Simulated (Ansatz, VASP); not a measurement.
**YSe in VASP and in Ansatz**

The input INCAR:

```
PREC = Accurate
ENCUT = 520
EDIFF = 1E-6
ISMEAR = -1
SIGMA = 0.03
LREAL = False
LASPH = True
NELM = 100
ALGO = Normal
ISIF = 2
LWAVE = False
LCHARG = False
GGA = CA
NBANDS = 16
```

KPOINTS

```
regular mesh
0
Gamma
  7 7 7
```

Contents of POSCAR:

```
YSe
1.0
    0.0000000000      2.8750000000      2.9325000000
    2.8750000000      0.0000000000      2.9325000000
    2.8750000000      2.8750000000      0.0000000000
Y Se
1 1
Direct
    0.0000000000      0.0000000000      0.0000000000
    0.5000000000      0.5000000000      0.5000000000
```

Input for Ansatz:

```yaml
crystal:
  lattice:
    - [0.0, 2.875, 2.9325]
    - [2.875, 0.0, 2.9325]
    - [2.875, 2.875, 0.0]
  atoms:
    - { symbol: "Y", position: [0.0, 0.0, 0.0] }
    - { symbol: Se, position: [0.5, 0.5, 0.5] }
kpoints:
  mp_grid: { grid: [7, 7, 7] }
  band_path:
    path:
      - [0.0, 0.0, 0.0]
      - [0.0, 0.5, 0.5]
      - [0.25, 0.75, 0.5]
      - [0.0, 0.5, 0.0]
      - [0.0, 0.0, 0.0]
      - [0.5, 0.5, 0.0]
      - [0.3701460977, 0.6298539023, 0.0]
      - [-0.3701460977, 0.3701460977, 0.0]
      - [0.0, 0.0, 0.0]
    npoints: 5
scf:
  occupations: { method: fermi_dirac, width: 0.03 }
hamiltonian:
  xc: lda
  pseudopotentials: { kind: all_electron, lapw: { basis_error: 0.00025 } }
output:
  forces: true
  stress: true
  eigenvalues: true
```

Change from the starting cell: zz strain of +2 %.

Alike in both runs: task single point; functional LDA; k mesh 7 × 7 × 7; occupations fermi-dirac, width 0.03 eV; no spin polarisation.

|  | VASP | Ansatz |
| --- | --- | --- |
| version | VASP 6.6.1 | Ansatz 0.2.0 |
| potentials or method | VASP PAW LDA potentials, release 64 (Y_sv, Se), cutoff 520 eV | all-electron LAPW, scalar-relativistic |

```csv
,VASP,Ansatz,Ansatz less VASP
pressure (GPa),-5.8,-5.9,-0.14
"traceless stress, the component that is largest in VASP (GPa)",-1.95,-1.93,+0.018
```

LDA's correlation is that of Perdew and Zunger in VASP and of Perdew and Wang (1992) in Ansatz. Ansatz ran all-electron here, and VASP with PAW potentials.
